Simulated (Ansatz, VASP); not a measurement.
# One calculation of Ti, two programs

The input INCAR:

```
PREC = Accurate
ENCUT = 520
EDIFF = 1E-7
ISMEAR = 0
SIGMA = 0.1
LREAL = False
LASPH = True
NELM = 80
ALGO = Normal
ISIF = 2
LWAVE = False
LCHARG = False
LDIPOL = True
IDIPOL = 3
DIPOL = 0.5 0.5 0.500
GGA = PS
NBANDS = 51
```

The input KPOINTS:

```
Automatic mesh
0
Gamma
  6 6 1
```

The input POSCAR:

```
Ti
1.0
    2.9004352002      0.0000000000      0.0000000000
   -1.4502176001      2.5118505654      0.0000000000
    0.0000000000      0.0000000000     28.7729713409
Ti
7
Direct
    0.6666666667      0.3333333333      0.2606612960
    0.3333333333      0.6666666667      0.3404408640
    0.6666666667      0.3333333333      0.4202204320
    0.3333333333      0.6666666667      0.5000000000
    0.6666666667      0.3333333333      0.5797795680
    0.3333333333      0.6666666667      0.6595591360
    0.6666666667      0.3333333333      0.7393387040
```

Input for Ansatz:

```yaml
crystal:
  lattice:
    - [2.9004352002, 0.0, 0.0]
    - [-1.4502176001, 2.5118505654, 0.0]
    - [0.0, 0.0, 28.7729713409]
  atoms:
    - { symbol: Ti, position: [0.6666666667, 0.3333333333, 0.260661296] }
    - { symbol: Ti, position: [0.3333333333, 0.6666666667, 0.340440864] }
    - { symbol: Ti, position: [0.6666666667, 0.3333333333, 0.420220432] }
    - { symbol: Ti, position: [0.3333333333, 0.6666666667, 0.5] }
    - { symbol: Ti, position: [0.6666666667, 0.3333333333, 0.579779568] }
    - { symbol: Ti, position: [0.3333333333, 0.6666666667, 0.659559136] }
    - { symbol: Ti, position: [0.6666666667, 0.3333333333, 0.739338704] }
basis:
  ecutwfc: 420
kpoints:
  mp_grid: { grid: [6, 6, 1] }
hamiltonian:
  xc: pbesol
scf:
  occupations: { method: gaussian, width: 0.1 }
output:
  forces: true
  stress: true
  eigenvalues: true
efield:
  axis: 3
  dipole_correction: true
  ramp_width: 0.04
```

Alike in both runs: task single point; functional PBEsol; k mesh 6 × 6 × 1; occupations gaussian, width 0.1 eV; no spin polarisation.

|  | VASP | Ansatz |
| --- | --- | --- |
| version | VASP 6.6.1 | Ansatz 0.2.0 |
| potentials or method | VASP PAW PBE potentials, release 64 (Ti_sv), cutoff 520 eV | scalar-relativistic, plane waves, PAW |
| valence electrons in the cell | 84 | 84 |

```csv
,VASP,Ansatz,Ansatz less VASP
gap on the k mesh at the Fermi level (eV),none,none,-
rms of the force components (eV/Å),0.240,0.238,-0.0024
```

VASP's potentials were made for PBE, not for PBEsol. Atom by atom the forces differ by 0.004 eV/Å (rms over components). A gap of «none» marks a metal or a gap that the smearing closes. The functional is the same, so the differences come from potentials, cutoffs and numerics.

The k mesh is coarse, so the values compare programs but aren't converged.
